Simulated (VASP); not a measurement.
Input of a VASP 6.6.1 run:

The input INCAR:

```
  PREC = Accurate
  ENCUT = 520
  EDIFF = 1E-7
  ISMEAR = -1
  SIGMA = 0.05
  LREAL = False
  LASPH = True
  NELM = 60
  ALGO = Normal
  ISIF = 2
  LWAVE = False
  LCHARG = False
  GGA = PE
  NBANDS = 35
```

Contents of KPOINTS:

```
Automatic mesh
0
Gamma
  7 7 7
```

File POSCAR:

```
Al2O3
1.0
    2.4269334206      1.4011906636      4.4168267984
   -2.4269334206      1.4011906636      4.4168267984
    0.0000000000     -2.8023813274      4.4168267984
Al O
4 6
Direct
    0.8521600000      0.8521600000      0.8521600000
    0.6478400000      0.6478400000      0.6478400000
    0.1478400000      0.1478400000      0.1478400000
    0.3521600000      0.3521600000      0.3521600000
    0.0566800000      0.7500000000      0.4433200000
    0.7500000000      0.4433200000      0.0566800000
    0.4433200000      0.0566800000      0.7500000000
    0.9433200000      0.2500000000      0.5566800000
    0.2500000000      0.5566800000      0.9433200000
    0.5566800000      0.9433200000      0.2500000000
```

Potentials or basis: VASP PAW PBE potentials, release 64 (Al, O).

Launch:

```console
$ cat potpaw_PBE.64/Al/POTCAR potpaw_PBE.64/O/POTCAR > POTCAR
$ mpirun -np 1 vasp_std > vasp.out
```

(1) Estimate the band gap on the k mesh.

(2) Predict the largest force.

Results:

(1) 5.49 eV.

(2) 0.077 eV/Å.

Caveat: the cell stands under tension; an odd mesh through Γ misses points on the zone boundary, where band edges can lie.
